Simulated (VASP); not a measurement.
Write the native input for VASP 6.6.1 that does the following.

```
Task                   : single point
Functional             : PBE
Potentials or basis    : VASP PAW PBE potentials, release 64 (In_d)
Cutoff                 : 520 eV
k mesh                 : 12 × 12 × 14
Occupations            : fermi-dirac, width 0.05 eV
Spin                   : no spin polarisation
Dipole correction      : no
Further INCAR settings : ALGO = Normal; EDIFF = 1e-06; NBANDS = 12; ISYM = 0
```

The structure of In lies in POSCAR:

```
In
1.0
   -1.6580433912      1.6580433912      2.5224711420
    1.6580433912     -1.6580433912      2.5224711420
    1.6580433912      1.6580433912     -2.5224711420
In
1
Direct
    0.0000000000      0.0000000000      0.0000000000
```

This cell differs from its parent crystal: volume scaled by 1.06.

The input as run:

INCAR

```
SYSTEM = In
ALGO = Normal
EDIFF = 1E-6
ENCUT = 520
GGA = PE
ISIF = 2
ISMEAR = -1
ISYM = 0
LASPH = .TRUE.
LCHARG = .FALSE.
LREAL = .FALSE.
LWAVE = .FALSE.
NBANDS = 12
NELM = 80
PREC = Accurate
SIGMA = 0.05
```

KPOINTS

```
k-points
0
G
  12 12 14
  0 0 0
```

Potentials or basis: VASP PAW PBE potentials, release 64 (In_d).

Command:

```sh
$ cat potpaw_PBE.64/In_d/POTCAR > POTCAR
$ mpirun -np 1 vasp_std > vasp.out
```

Results of the run:

* Pressure: -0.3 GPa

Wall time 3.5 min on 1 thread of Intel(R) Xeon(R) Platinum 8488C (Sapphire Rapids), with other jobs on the host, peak memory 0.41 GiB.
